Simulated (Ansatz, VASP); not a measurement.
Two plane-wave programs on Te2Mo

File INCAR:

```
SYSTEM = Te2Mo
PREC = Accurate
ENCUT = 520
EDIFF = 1E-6
ISMEAR = 0
SIGMA = 0.05
LREAL = .False.
LASPH = .True.
NELM = 100
ALGO = Normal
ISIF = 2
LWAVE = .False.
LCHARG = .True.
LDIPOL = .True.
IDIPOL = 3
DIPOL = 0.5 0.5 0.402
GGA = PE
IVDW = 12
LELF = .True.
LVHAR = .True.
LVACPOTAV = .True.
NBANDS = 35
```

The input KPOINTS:

```
Automatic mesh
0
Gamma
  9 9 1
  0 0 0
```

POSCAR

```
Te2Mo
1.0
    3.5038816881      0.0000000000      0.0000000000
   -1.7519408440      3.0344505538      0.0000000000
    0.0000000000      0.0000000000     24.7677198395
Te Mo
4 2
Direct
    0.3333333333      0.6666666667      0.1816881017
    0.3333333333      0.6666666667      0.3284056818
    0.3333333333      1.0000000000      0.4749674171
    0.3333333333      1.0000000000      0.6216849972
    0.6666666667      0.3333333333      0.2550468917
    0.6666666667      0.6666666667      0.5483262072
```

Input for Ansatz:

```yaml
crystal:
  lattice:
    - [3.5038816881, 0.0, 0.0]
    - [-1.751940844, 3.0344505538, 0.0]
    - [0.0, 0.0, 24.7677198395]
  atoms:
    - { symbol: Te, position: [0.3333333333, 0.6666666667, 0.1816881017] }
    - { symbol: Mo, position: [0.6666666667, 0.3333333333, 0.2550468917] }
    - { symbol: Te, position: [0.3333333333, 0.6666666667, 0.3284056818] }
    - { symbol: Te, position: [0.3333333333, 1.0, 0.4749674171] }
    - { symbol: Mo, position: [0.6666666667, 0.6666666667, 0.5483262072] }
    - { symbol: Te, position: [0.3333333333, 1.0, 0.6216849972] }
basis:
  ecutwfc: 420
kpoints:
  mp_grid: { grid: [9, 9, 1] }
hamiltonian:
  xc: pbe
  pseudopotentials: { kind: paw, azcp: { folder: soft_1 } }
  dispersion: d3bj
scf:
  occupations: { method: gaussian, width: 0.05 }
output:
  forces: true
  eigenvalues: true
efield:
  axis: 3
  dipole_correction: true
  ramp_width: 0.04
```

Alike in both runs: task single point; functional PBE; dispersion D3(BJ); k mesh 9 × 9 × 1; occupations gaussian, width 0.05 eV; no spin polarisation.

|  | VASP | Ansatz |
| --- | --- | --- |
| version | VASP 6.6.1 | Ansatz 0.2.0 |
| potentials or method | VASP PAW PBE potentials, release 64 (Te, Mo_sv), cutoff 520 eV | scalar-relativistic, plane waves, PAW |
| valence electrons in the cell | 52 | 92 |

|  | VASP | Ansatz | Ansatz less VASP |
| --- | --- | --- | --- |
| gap on the k mesh at the Fermi level (eV) | 1.10 | 1.10 | -0.004 |
| least direct gap on the mesh (eV) | 1.16 | 1.16 | +0.001 |
| rms of the force components (eV/Å) | 0.028 | 0.029 | +0.0004 |

VASP's potentials hold 52 valence electrons a cell and Ansatz's 92, so a difference there can come from the potentials and not from the codes.

Neither program's run includes spin-orbit coupling.
